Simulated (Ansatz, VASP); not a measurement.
InP: VASP beside Ansatz

The input INCAR:

```
PREC = Accurate
ENCUT = 520
EDIFF = 1E-6
ISMEAR = 0
SIGMA = 0.02
LREAL = F
LASPH = T
NELM = 100
ALGO = Normal
ISIF = 2
LWAVE = F
LCHARG = F
GGA = PE
NBANDS = 16
```

The input KPOINTS:

```
Automatic mesh
0
Gamma
  10 10 10
```

POSCAR

```
InP
1.0
    0.0000000000      2.9796445516      2.9796445516
    2.9796445516      0.0000000000      2.9796445516
    2.9796445516      2.9796445516      0.0000000000
In P
1 1
Direct
    0.0000000000      0.0000000000      0.0000000000
    0.7500000000      0.7500000000      0.7500000000
```

Input for Ansatz:

```yaml
crystal:
  lattice:
    - [0.0, 2.9796445516, 2.9796445516]
    - [2.9796445516, 0.0, 2.9796445516]
    - [2.9796445516, 2.9796445516, 0.0]
  atoms:
    - { symbol: In, position: [0.0, 0.0, 0.0] }
    - { symbol: P, position: [0.75, 0.75, 0.75] }
basis:
  ecutwfc: 420
kpoints:
  mp_grid: { grid: [10, 10, 10] }
hamiltonian:
  xc: pbe
scf:
  occupations: { method: gaussian, width: 0.02 }
output:
  eigenvalues: true
  states_by_energy: {}
checkpoint:
  read: start.run
  write: ck
  compress: false
  write_wavefunctions: false
  write_every: 100000
```

Alike in both runs: task single point; functional PBE; k mesh 10 × 10 × 10; occupations gaussian, width 0.02 eV; no spin polarisation.

|  | VASP | Ansatz |
| --- | --- | --- |
| version | VASP 6.6.1 | Ansatz 0.2.0 |
| potentials or method | VASP PAW PBE potentials, release 64 (In_d, P), cutoff 520 eV | scalar-relativistic, plane waves, PAW |
| valence electrons in the cell | 18 | 18 |

|  | VASP | Ansatz | Ansatz less VASP |
| --- | --- | --- | --- |
| gap on the k mesh at the Fermi level (eV) | 0.44 | 0.44 | +0.003 |
| least direct gap on the mesh (eV) | 0.44 | 0.44 | +0.003 |

With one functional, cell and mesh, what is left measures potentials, basis and numerics.
